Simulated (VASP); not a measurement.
Wanted: the native input for a VASP 6.6.1 run.

* Task: single point
* Functional: LDA
* Potentials or basis: VASP PAW LDA potentials, release 64 (Mn_pv, Zn)
* Cutoff: 520 eV
* k mesh: 4 × 4 × 4
* Occupations: methfessel-paxton, width 0.1 eV
* Spin: collinear spin, ferromagnetic start
* Starting moments: [2.8, 0.0] μB
* Dipole correction: no
* Further INCAR settings: ALGO = Normal; EDIFF = 1e-07; NBANDS = 24

The structure of MnZn lies in POSCAR:

```
MnZn
1.0
    3.0700000000      0.0000000000      0.0000000000
    0.0000000000      3.0700000000      0.0000000000
    0.0000000000      0.0000000000      3.0700000000
Mn Zn
1 1
Direct
    0.0000000000      0.0000000000      0.0000000000
    0.5000000000      0.5000000000      0.5000000000
```

The input as run:

INCAR

```
SYSTEM = MnZn
PREC = Accurate ; ENCUT = 520
EDIFF = 1E-7 ; ISMEAR = 1
SIGMA = 0.1 ; LREAL = .FALSE.
LASPH = .TRUE. ; NELM = 150
ALGO = Normal ; ISIF = 2
LWAVE = .FALSE. ; LCHARG = .FALSE.
ISPIN = 2 ; MAGMOM = 2.8 0
LORBIT = 11 ; LMAXMIX = 4
GGA = CA ; NBANDS = 24
```

KPOINTS

```
Automatic mesh
0
G
  4 4 4
  0 0 0
```

Potentials or basis: VASP PAW LDA potentials, release 64 (Mn_pv, Zn).

Command:

```console
$ cat potpaw_LDA.64/Mn_pv/POTCAR potpaw_LDA.64/Zn/POTCAR > POTCAR
$ mpirun -np 1 vasp_std > vasp.out
```

It gave:

```
Pressure                                              : -14.7 GPa
Net moment                                            : 3.29 μB per cell
Site moments                                          : Mn +3.20; Zn -0.04 μB
Valence electrons inside the program's atomic spheres : Mn 11.54; Zn 10.86
```

Caveat: the k points lie up to 0.51 Å⁻¹ apart.

Wall time 12 s on 1 thread of Intel(R) Xeon(R) Platinum 8488C (Sapphire Rapids), with other jobs on the host, peak memory 0.13 GiB.
